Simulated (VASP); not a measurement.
Wanted: the native input for a VASP 6.6.1 run.

```
Task                   : single point
Functional             : LDA
Potentials or basis    : VASP PAW LDA potentials, release 64 (Cu, Pt)
Cutoff                 : 520 eV
k mesh                 : 9 × 9 × 9
Occupations            : fermi-dirac, width 0.05 eV
Spin                   : no spin polarisation
Dipole correction      : no
Further INCAR settings : ALGO = Normal; EDIFF = 1e-06; NBANDS = 30
```

The structure of Cu3Pt lies in POSCAR:

```
Cu3Pt
1.0
    3.7588213882      0.0000000000      0.0000000000
    0.0000000000      3.7588213882      0.0000000000
    0.0000000000      0.0000000000      3.7588213882
Cu Pt
3 1
Direct
    0.0000000000      0.5000000000      0.5000000000
    0.5000000000      0.0000000000      0.5000000000
    0.5000000000      0.5000000000      0.0000000000
    0.0000000000      0.0000000000      0.0000000000
```

This cell differs from its parent crystal: volume scaled by 1.04.

The input as run:

INCAR

```
  PREC = Accurate
  ENCUT = 520
  EDIFF = 1E-6
  ISMEAR = -1
  SIGMA = 0.05
  LREAL = False
  LASPH = True
  NELM = 100
  ALGO = Normal
  ISIF = 2
  LWAVE = False
  LCHARG = False
  NBANDS = 30
```

KPOINTS

```
regular mesh
0
Gamma
  9 9 9
```

Potentials or basis: VASP PAW LDA potentials, release 64 (Cu, Pt).

Command:

```bash
$ cat potpaw_LDA.64/Cu/POTCAR potpaw_LDA.64/Pt/POTCAR > POTCAR
$ mpirun -np 1 vasp_std > vasp.out
```

It gave:

- Pressure: -16.7 GPa

Wall time 23 s on 1 thread of Intel(R) Xeon(R) 6975P-C (Granite Rapids) (shared host), peak memory 0.17 GiB.
